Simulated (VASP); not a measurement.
Write the native input for VASP 6.6.1 that does the following.

| Property | Result |
| --- | --- |
| Task | single point |
| Functional | PBE |
| Potentials or basis | VASP PAW PBE potentials, release 64 (Hf_pv, Ta_pv, O) |
| Cutoff | 520 eV |
| k mesh | 4 × 4 × 4 |
| Occupations | gaussian, width 0.1 eV |
| Spin | no spin polarisation |
| Dipole correction | no |
| Further INCAR settings | ALGO = Normal; EDIFF = 1e-06; NBANDS = 38 |

The structure of Hf3Ta2O lies in POSCAR:

```
Hf3Ta2O
1.0
    0.0000000000      3.7301836254      4.8270637860
    3.4174744911      0.0000000000      4.8270637860
    3.4174744911      3.7301836254      0.0000000000
Hf Ta O
3 2 1
Direct
    0.5000000000      0.0000000000      0.5000000000
    0.0000000000      0.5000000000      0.0000000000
    0.5000000000      0.5000000000      0.5000000000
    0.5000000000      0.5000000000      0.0000000000
    0.0000000000      0.0000000000      0.5000000000
    0.0000000000      0.0000000000      0.0000000000
```

The cell was generated, and may not be a known phase.

One way to write it, as run:

INCAR

```
ALGO = Normal
EDIFF = 1E-6
ENCUT = 520
GGA = PE
ISIF = 2
ISMEAR = 0
LASPH = True
LCHARG = False
LREAL = False
LWAVE = False
NBANDS = 38
NELM = 100
PREC = Accurate
SIGMA = 0.1
```

KPOINTS

```
k-points
0
Gamma
  4 4 4
```

Potentials or basis: VASP PAW PBE potentials, release 64 (Hf_pv, Ta_pv, O).

Run with:

```console
$ cat potpaw_PBE.64/Hf_pv/POTCAR potpaw_PBE.64/Ta_pv/POTCAR potpaw_PBE.64/O/POTCAR > POTCAR
$ mpirun -np 1 vasp_std > vasp.out
```

Results of the run:

- Pressure: -0.1 GPa
- Band gap on the k mesh: zero (bands 29 and 30 overlap by 0.17 eV)

Caveat: spin-orbit coupling is left out, which moves the levels of the heavy elements.

Run time: 4 min on 1 thread of Intel Xeon 8259CL, on a shared host, peak memory 0.33 GiB.
